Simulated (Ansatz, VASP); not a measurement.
## One calculation of H2O, two programs

```
O H
1.0
     9.06518    0.00000    0.00000
    -4.53259    8.20233    0.00000
     0.00000    0.00000   23.89244
O H
1 2
Direct
  0.20172 0.82412 0.66837
  0.13200 0.70929 0.65863
  0.12740 0.87067 0.66185
```

Alike in both runs: task single point; functional PBE; dispersion D3(BJ); k mesh 3 × 3 × 1; occupations gaussian, width 0.1 eV; no spin polarisation.

|  | VASP | Ansatz |
| --- | --- | --- |
| version | VASP 6.6.1 | Ansatz 0.2.0 |
| potentials or method | VASP PAW PBE potentials, release 64 (O, H), cutoff 520 eV | scalar-relativistic, plane waves, PAW |
| valence electrons in the cell | 8 | 8 |

Ansatz gave:

| Item | Value |
| --- | --- |
| gap on the k mesh at the Fermi level (eV) | 6.10 |
| rms of the force components (eV/Å) | 0.197 |

Task: Which values does VASP return?

Result: gap on the k mesh at the Fermi level (eV): 6.09; rms of the force components (eV/Å): 0.141.

Atom by atom the forces differ by 0.064 eV/Å (rms over components).
